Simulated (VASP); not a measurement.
Si: single point with PBE

Si:

```
Si
1.0
     4.94677    0.00190    0.00049
     0.00693    5.39079   -0.00531
    -0.00047    0.00542    4.59134
Si
8
Cartesian
  1.2362 0.4637 1.1522
  1.2393 2.2378 3.4368
  1.2413 3.1580 1.1403
  1.2429 4.9342 3.4438
  3.7109 0.8885 1.1499
  3.7116 1.8157 3.4446
  3.7158 3.5839 1.1422
  3.7148 4.5107 3.4363
```

```yaml
Program: VASP 6.6.1
Task: single point
Functional: PBE
Potentials_or_basis: VASP PAW PBE potentials, release 64 (Si)
Cutoff: 520 eV
k_mesh: 4 × 4 × 4
Occupations: gaussian, width 0.2 eV
Spin: no spin polarisation
Dipole_correction: no
Further_INCAR_settings: ALGO = Normal; EDIFF = 1e-07; NBANDS = 26
```

```yaml
Pressure: -0.1 GPa
Largest_force: 0.014 eV/Å
Band_gap_on_the_k_mesh: zero (bands 16 and 17 overlap by 2.82 eV)
```

Forces in eV/Å, atoms in the order of the input:
```
Si   0.003 -0.001 -0.011
Si  -0.001  0.002  0.012
Si  -0.001  0.002  0.012
Si  -0.002 -0.001 -0.014
Si   0.000  0.002 -0.007
Si   0.001 -0.003 -0.006
Si  -0.003  0.002  0.004
Si   0.003 -0.002  0.010
```

Stress tensor (GPa, compression positive):
```
-0.13 -0.05  0.00
-0.05  0.19 -0.01
 0.00 -0.01 -0.26
```

Levels at points of the mesh, in eV from the Fermi level:
| k point | band 14 | band 15 | band 16 | band 17 | band 18 | band 19 |
| --- | --- | --- | --- | --- | --- | --- |
| (0.00, 0.00, 0.00) | -2.70 | -2.22 | -2.22 | -2.08 | -1.85 | 1.56 |
| (0.50, 0.00, 0.00) | -1.64 | -1.33 | -1.31 | -0.98 | -0.98 | 0.49 |
| (0.00, 0.50, 0.00) | -1.86 | -1.31 | -1.31 | -0.74 | -0.74 | 1.76 |
| (0.50, 0.50, 0.00) | -1.59 | -1.57 | -1.57 | 0.05 | 0.05 | 0.07 |
| (0.00, 0.00, 0.50) | -2.19 | -2.16 | -2.16 | 0.80 | 0.80 | 1.22 |
| (0.50, 0.00, 0.50) | 0.10 | 0.11 | 0.11 | 2.94 | 2.94 | 2.94 |
| (0.00, 0.50, 0.50) | -1.38 | -1.37 | -1.37 | 1.77 | 1.78 | 1.78 |
| (0.50, 0.50, 0.50) | -0.50 | -0.49 | -0.49 | 2.03 | 2.03 | 2.03 |

Wall time 2 min on 1 thread of AMD EPYC 7R13 (shared host), peak memory 0.26 GiB.
